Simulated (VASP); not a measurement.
# Bi2Te3 in VASP: further runs

Bi2Te3 is run at these levels: PBEsol, r2SCAN; tasks: single point.

Everything below comes from runs of VASP 6.6.1. Logs are shortened: lines on timing, memory, paths and dates and some standing lists are left out, and cuts for length are marked.

**1. The cell of the first run**

The cell holds a slab with vacuum, 10 atoms: a = 4.382 Å, b = 4.382 Å, c = 32.574 Å, α = 90.00°, β = 90.00°, γ = 120.00°.

**2. Single point, PBEsol**

INCAR

```
SYSTEM = Bi2Te3
ALGO = Normal
DIPOL = 0.5 0.5 0.500
EDIFF = 1E-6
ENCUT = 520
GGA = PS
IDIPOL = 3
ISIF = 2
ISMEAR = 0
LASPH = .True.
LCHARG = .True.
LDIPOL = .True.
LELF = .True.
LREAL = .False.
LVACPOTAV = .True.
LVHAR = .True.
LWAVE = .False.
NBANDS = 59
NELM = 100
PREC = Accurate
SIGMA = 0.05
```

KPOINTS

```
k-points
0
Gamma
  9 9 1
  0 0 0
```

POSCAR

```
Bi2Te3
1.0
    4.3823071498      0.0000000000      0.0000000000
   -2.1911535749      3.7951893189      0.0000000000
    0.0000000000      0.0000000000     32.5736935001
Te Bi
6 4
Direct
    0.0000000000      0.0000000000      0.2302471471
    0.6666666667      0.3333333333      0.3449978129
    0.3333333333      0.6666666667      0.4597484786
    0.6666666667      0.3333333333      0.5402515214
    0.3333333333      0.6666666667      0.6550021871
    0.0000000000      0.0000000000      0.7697528529
    0.3333333333      0.6666666667      0.2831141686
    0.0000000000      0.0000000000      0.4068814571
    0.0000000000      0.0000000000      0.5931185429
    0.6666666667      0.3333333333      0.7168858314
```

Potentials or basis: VASP PAW PBE potentials, release 64 (Te, Bi_d).

Command:

```sh
cat potpaw_PBE.64/Te/POTCAR potpaw_PBE.64/Bi_d/POTCAR > POTCAR
mpirun -np 1 vasp_std > vasp.out
```

OUTCAR:

```text
SYSTEM = Bi2Te3
   EDIFF = 1E-6
   ENCUT = 520
   GGA = PS
   ISIF = 2
   ISMEAR = 0
   LASPH = .True.
   LREAL = .False.
   NELM = 100
   PREC = Accurate

 ion  position               nearest neighbor table
   1  0.000  0.000  0.230-   7 3.06   7 3.06   7 3.06
   2  0.667  0.333  0.345-   8 3.23   8 3.23   8 3.23   7 3.23   7 3.23   7 3.23
   3  0.333  0.667  0.460-   8 3.06   8 3.06   8 3.06   4 3.64   4 3.64   4 3.64
   4  0.667  0.333  0.540-   9 3.06   9 3.06   9 3.06   3 3.64   3 3.64   3 3.64
   5  0.333  0.667  0.655-   9 3.23   9 3.23   9 3.23  10 3.23  10 3.23  10 3.23
   6  0.000  0.000  0.770-  10 3.06  10 3.06  10 3.06
   7  0.333  0.667  0.283-   1 3.06   1 3.06   1 3.06   2 3.23   2 3.23   2 3.23
   8  0.000  0.000  0.407-   3 3.06   3 3.06   3 3.06   2 3.23   2 3.23   2 3.23
   9  0.000  0.000  0.593-   4 3.06   4 3.06   4 3.06   5 3.23   5 3.23   5 3.23
  10  0.667  0.333  0.717-   6 3.06   6 3.06   6 3.06   5 3.23   5 3.23   5 3.23

  LATTYP: Found a hexagonal cell.
 ALAT       =     4.3823071498
 C/A-ratio  =     7.4330010167

  Lattice vectors:

 A1 = (   4.3823071498,   0.0000000000,   0.0000000000)
 A2 = (  -2.1911535749,   3.7951893189,   0.0000000000)
 A3 = (   0.0000000000,   0.0000000000,  32.5736935001)

Analysis of symmetry for initial positions (statically):
=====================================================================
 Subroutine PRICEL returns:
 Original cell was already a primitive cell.

 Routine SETGRP: Setting up the symmetry group for a
 hexagonal supercell.

 Subroutine GETGRP returns: Found 12 space group operations
 (whereof 12 operations were pure point group operations)
 out of a pool of 24 trial point group operations.

The static configuration has the point symmetry D_3d.

Analysis of symmetry for dynamics (positions and initial velocities):
=====================================================================
 Subroutine PRICEL returns:
 Original cell was already a primitive cell.

 Routine SETGRP: Setting up the symmetry group for a
 hexagonal supercell.

 Subroutine GETGRP returns: Found 12 space group operations
 (whereof 12 operations were pure point group operations)
 out of a pool of 24 trial point group operations.

The dynamic configuration has the point symmetry D_3d.

 Subroutine INISYM returns: Found 12 space group operations
 (whereof 12 operations are pure point group operations),
 and found     1 'primitive' translations

----------------------------------------------------------------------------------------

                                     Primitive cell

  volume of cell :     541.7554

  direct lattice vectors                    reciprocal lattice vectors
     4.382307150  0.000000000  0.000000000     0.228190304  0.131745733  0.000000000
    -2.191153575  3.795189319  0.000000000     0.000000000  0.263491467  0.000000000
     0.000000000  0.000000000 32.573693500     0.000000000  0.000000000  0.030699620

  length of vectors
     4.382307150  4.382307150 32.573693500     0.263491467  0.263491467  0.030699620

  position of ions in fractional coordinates (direct lattice)
     0.000000000  0.000000000  0.230247147
     0.666666667  0.333333333  0.344997813
     0.333333333  0.666666667  0.459748479
     0.666666667  0.333333333  0.540251521
     0.333333333  0.666666667  0.655002187
     0.000000000  0.000000000  0.769752853
     0.333333333  0.666666667  0.283114169
     0.000000000  0.000000000  0.406881457
     0.000000000  0.000000000  0.593118543
     0.666666667  0.333333333  0.716885831

  ion indices of the primitive-cell ions
   primitive index   ion index
                 1           1
                 2           2
                 3           3
                 4           4
                 5           5
                 6           6
                 7           7
                 8           8
                 9           9
                10          10

----------------------------------------------------------------------------------------

 KPOINTS: k-points

Automatic generation of k-mesh.
 Grid dimensions read from file:
 generate k-points for:    9    9    1

 Generating k-lattice:

  Cartesian coordinates                     Fractional coordinates (reciprocal lattice)
     0.025354478  0.014638415  0.000000000     0.111111111  0.000000000  0.000000000
     0.000000000  0.029276830  0.000000000     0.000000000  0.111111111  0.000000000
     0.000000000  0.000000000  0.030699620     0.000000000  0.000000000  1.000000000

  Length of vectors
     0.029276830  0.029276830  0.030699620

  Shift w.r.t. Gamma in fractional coordinates (k-lattice)
     0.000000000  0.000000000  0.000000000

 Subroutine IBZKPT returns following result:
 ===========================================

 Found     12 irreducible k-points:

 Following reciprocal coordinates:
            Coordinates               Weight
  0.000000  0.000000  0.000000      1.000000
  0.111111  0.000000  0.000000      6.000000
  0.222222 -0.000000  0.000000      6.000000
  0.333333 -0.000000  0.000000      6.000000
  0.444444 -0.000000  0.000000      6.000000
  0.111111  0.111111  0.000000      6.000000
  0.222222  0.111111  0.000000     12.000000
  0.333333  0.111111  0.000000     12.000000
  0.444444  0.111111  0.000000      6.000000
  0.222222  0.222222  0.000000      6.000000
  0.333333  0.222222  0.000000     12.000000
  0.333333  0.333333  0.000000      2.000000
   k-points           NKPTS =     12   k-points in BZ     NKDIM =     12   number of bands    NBANDS=     59
   number of dos      NEDOS =    301   number of ions     NIONS =     10
   total plane-waves  NPLWV = 324000
   dimension x,y,z NGX =    36 NGY =   36 NGZ =  250
   dimension x,y,z NGXF=    72 NGYF=   72 NGZF=  500
   ions per type =               6   4
   NGX,Y,Z   is equivalent  to a cutoff of  13.66, 13.66, 12.76 a.u.
   NGXF,Y,Z  is equivalent  to a cutoff of  27.31, 27.31, 25.52 a.u.
 SYSTEM =  Bi2Te3
   PREC   = accura    normal or accurate (medium, high low for compatibility)
   ISTART =      0    job   : 0-new  1-cont  2-samecut
   ICHARG =      2    charge: 1-file 2-atom 10-const
   ISPIN  =      1    spin polarized calculation?
   LNONCOLLINEAR =      F non collinear calculations
   LSORBIT =      F    spin-orbit coupling
   LASPH  =      T    aspherical Exc in radial PAW
   ENCUT  =  520.0 eV  38.22 Ry    6.18 a.u.   8.15  8.15 60.57*2*pi/ulx,y,z
   NELM   =    100;   NELMIN=  2; NELMDL= -5     # of ELM steps
   EDIFF  = 0.1E-05   stopping-criterion for ELM
   LREAL  =      F    real-space projection
   EDIFFG = 0.1E-04   stopping-criterion for IOM
   NSW    =      0    number of steps for IOM
   IBRION =     -1    ionic relax: 0-MD 1-quasi-New 2-CG
   NFREE  =      0    steps in history (QN), initial steepest desc. (CG)
   ISIF   =      2    stress and relaxation
   ISYM   =      2    0-nonsym 1-usesym 2-fastsym
   POTIM  = 0.5000    time-step for ionic-motion
   TEBEG  =    0.0;   TEEND  =   0.0 temperature during run
   PSTRESS=    0.0 pullay stress
   NELECT =      96.0000    total number of electrons
   NUPDOWN=      -1.0000    fix difference up-down
   EMIN   =  10.00;   EMAX   =-10.00  energy-range for DOS
   EFERMI =   0.00;   METHOD = LEGACY
   ISMEAR =     0;   SIGMA  =   0.05  broadening in eV -4-tet -1-fermi 0-gaus
   EFERMI_NEDOS =   21; number of points for ismear=-14 and -15
   IALGO  =     38    algorithm
   IMIX   =      4    mixing-type and parameters
     AMIX     =   0.40;   BMIX     =  1.00
     AMIX_MAG =   1.60;   BMIX_MAG =  1.00
  volume/ion in A,a.u.               =      54.18       365.59
  Fermi-wavevector in a.u.,A,eV,Ry     =   0.919526  1.737653 11.504115  0.845529
  Thomas-Fermi vector in A             =   2.044730
   LORBIT       =      0    0 simple, 1 ext, 2 COOP (PROOUT), +10 PAW based schemes
   GGA     = PS    functional components
   LHFCALC =     F    Hartree Fock is set to
   AEXX    =    0.0000 exact exchange contribution
   IVDW    =     0    specifies the selected vdW correction
   LEPSILON=     F    determine dielectric tensor
   LRPA    =     F    only Hartree local field effects (RPA)
 non-spin polarized calculation
 Gauss-broadening in eV      SIGMA  =   0.05
  energy-cutoff  :      520.00
  volume of cell :      541.76
 maximum number of plane-waves:     14622
 NGX is ok and might be reduce to    36
   NGX = 17   NGY = 17   NGZ =121

 number of electron      96.0000003 magnetization

 dipolmoment           0.000000      0.000000      0.000000 electrons x Angstroem

 Free energy of the ion-electron system (eV)
  ---------------------------------------------------
  ext. energy  EPLUGINS =         0.00000000
  ---------------------------------------------------
  free energy    TOTEN  =       -40.40478471 eV

  energy without entropy =      -40.40478471  energy(sigma->0) =      -40.40478471

 E-fermi :   1.9485     XC(G=0):  -6.2822

 val. band max:        1.7068457373   @ k =   0.0000   0.0000   0.0000
 cond. band min:       2.2114851069   @ k =   0.0000   0.0000   0.0000
 fundamental gap:      0.5046393696
 Fermi energy:         1.9485266668

 k-point     1 :       0.0000    0.0000    0.0000
  band No.  band energies     occupation
      1     -21.1744      2.00000
      2     -21.1744      2.00000
      3     -21.1744      2.00000
      4     -21.1744      2.00000
      5     -21.1686      2.00000
      6     -21.1686      2.00000
[... 51 lines left out ...]
     58       3.7787      0.00000
     59       3.9975      0.00000

 k-point     2 :       0.1111    0.0000    0.0000
  band No.  band energies     occupation
      1     -21.1753      2.00000
      2     -21.1753      2.00000
      3     -21.1730      2.00000
      4     -21.1730      2.00000
      5     -21.1697      2.00000
      6     -21.1697      2.00000
[... 609 lines left out ...]
     58       5.7405      0.00000
     59       5.8618      0.00000

 k-point    12 :       0.3333    0.3333    0.0000
  band No.  band energies     occupation
      1     -21.1776      2.00000
      2     -21.1776      2.00000
      3     -21.1750      2.00000
      4     -21.1750      2.00000
      5     -21.1737      2.00000
      6     -21.1737      2.00000
[... 51 lines left out ...]
     58       6.0620      0.00000
     59       6.0769      0.00000

------------------------ aborting loop because EDIFF is reached ----------------------------------------

  FORCE on cell =-STRESS in cart. coord.  units (eV):
  Direction    XX          YY          ZZ          XY          YZ          ZX
  --------------------------------------------------------------------------------------
  -------------------------------------------------------------------------------------
  Total       -0.8384694     -0.8384694     -0.4502591      0.0000000      0.0000000      0.0000000
  in kB       -2.4796738     -2.4796738     -1.3315880      0.0000000      0.0000000      0.0000000
  external PRESSURE =      -2.0969785 kB  Pullay stress =       0.0000000 kB

 VOLUME and BASIS-vectors are now :
 -----------------------------------------------------------------------------
  energy-cutoff  :      520.00
  volume of cell :      541.76
      direct lattice vectors                 reciprocal lattice vectors
     4.382307150  0.000000000  0.000000000     0.228190304  0.131745733  0.000000000
    -2.191153575  3.795189319  0.000000000     0.000000000  0.263491467  0.000000000
     0.000000000  0.000000000 32.573693500     0.000000000  0.000000000  0.030699620

 POSITION                                       TOTAL-FORCE (eV/Angst)
 -----------------------------------------------------------------------------------
      0.00000      0.00000      7.50000        -0.000000      0.000000      0.128420
      2.19115      1.26506     11.23785        -0.000000      0.000000     -0.000611
     -0.00000      2.53013     14.97571         0.000000     -0.000000      0.021869
      2.19115      1.26506     17.59799        -0.000000      0.000000     -0.021869
     -0.00000      2.53013     21.33584         0.000000     -0.000000      0.000611
      0.00000      0.00000     25.07369         0.000000      0.000000     -0.128420
     -0.00000      2.53013      9.22207         0.000000     -0.000000     -0.129260
      0.00000      0.00000     13.25363         0.000000     -0.000000     -0.018980
      0.00000      0.00000     19.32006        -0.000000      0.000000      0.018980
      2.19115      1.26506     23.35162        -0.000000      0.000000      0.129260
 -----------------------------------------------------------------------------------
    total drift:                                0.000000     -0.000000      0.000000

  FREE ENERGIE OF THE ION-ELECTRON SYSTEM (eV)
  ---------------------------------------------------
  free  energy   TOTEN  =       -40.4047847073 eV

  energy  without entropy=      -40.4047847073  energy(sigma->0) =      -40.40478471

 vacuum level on the upper side and lower side of the slab         6.835         6.835
```

Run time: 15 min. Hardware: 1 thread of Intel Xeon Platinum 8488C (Sapphire Rapids), shared host; peak memory 0.83 GiB.

What came out:

```yaml
Free_energy: -40.4048 eV
Largest_force: 0.129 eV/Å
Band_gap_on_the_k_mesh: 0.50 eV
```

Forces on the atoms (eV/Å):
```
Te   0.000  0.000  0.128
Te   0.000  0.000 -0.001
Te   0.000  0.000  0.022
Te   0.000  0.000 -0.022
Te   0.000  0.000  0.001
Te   0.000  0.000 -0.128
Bi   0.000  0.000 -0.129
Bi   0.000  0.000 -0.019
Bi   0.000  0.000  0.019
Bi   0.000  0.000  0.129
```

Caveat: the PAW data sets were made with another functional, which shifts forces and pressure a little; spin-orbit coupling is left out, which moves the levels of the heavy elements.

(Continued in part 2 of 2.)
